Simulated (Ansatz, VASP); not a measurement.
# One calculation of Cd, two programs

```
Cd
1.0
     2.93052   -0.00236    0.03791
    -1.46731    2.53408   -0.03160
     0.07148   -0.02754    6.07984
Cd
2
Direct
  0.34289 0.66759 0.25782
  0.67680 0.33244 0.75776
```

Alike in both runs: functional r2SCAN; k mesh 9 × 9 × 4; occupations fermi-dirac, width 0.05 eV; no spin polarisation.

Ansatz relaxed the structure, and its values are those at the end. VASP's run is a single point on that final structure, the one shown.

|  | VASP | Ansatz |
| --- | --- | --- |
| version | VASP 6.6.1 | Ansatz 0.2.0 |
| potentials or method | VASP PAW PBE potentials, release 64 (Cd) | PAW with Ansatz's default frozen-core files, scalar-relativistic |
| plane-wave cutoff (eV) | 520 | 500 |
| valence electrons in the cell | 24 | 40 |

```csv
,VASP,Ansatz,Ansatz less VASP
pressure (GPa),0.4,0.0,-0.36
```

VASP's potentials were made for PBE, not for r2SCAN. VASP's potentials hold 24 valence electrons a cell and Ansatz's 40, so a difference there can come from the potentials and not from the codes.
